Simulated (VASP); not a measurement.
Here is a VASP 6.6.1 calculation.

File INCAR:

```
ALGO     = Normal         # electronic algorithm
EDIFF    = 1E-8           # SCF threshold, eV
ENCUT    = 520            # plane-wave cutoff, eV
GGA      = CA             # functional
IBRION   = 8              # ionic algorithm
ISIF     = 2              # what is computed and relaxed
ISMEAR   = -1             # smearing method
LASPH    = True           # aspherical terms in the spheres
LCHARG   = False          # write CHGCAR
LREAL    = False          # projectors in reciprocal space
LWAVE    = False          # write WAVECAR
NELM     = 100            # most SCF steps
NSW      = 1              # ionic steps
PREC     = Accurate       # precision mode
SIGMA    = 0.15           # smearing width, eV
```

KPOINTS

```
k-points
0
Gamma
  12 12 12
```

POSCAR

```
AgPt3
1.0
    3.8869565307      0.0000000000      0.0000000000
    0.0000000000      3.8869565307      0.0000000000
    0.0000000000      0.0000000000      3.8869565307
Ag Pt
1 3
Direct
    0.0000000000      0.0000000000      0.0000000000
    0.0000000000      0.5000000000      0.5000000000
    0.5000000000      0.0000000000      0.5000000000
    0.5000000000      0.5000000000      0.0000000000
```

Potentials or basis: VASP PAW LDA potentials, release 64 (Ag, Pt).

Launch:

```console
$ cat potpaw_LDA.64/Ag/POTCAR potpaw_LDA.64/Pt/POTCAR > POTCAR
$ mpirun -np 1 vasp_std > vasp.out
```

Task: What does it give for the highest phonon frequency at Γ?

Result: 220 cm⁻¹.

Phonon frequencies in cm⁻¹ (negative: imaginary):
```csv
q point,frequencies
"(0.000, 0.000, 0.000)",0 0 0 131 131 131 142 142 142 220 220 220
```

Caveat: the cell stands under pressure or tension, which shifts response properties.
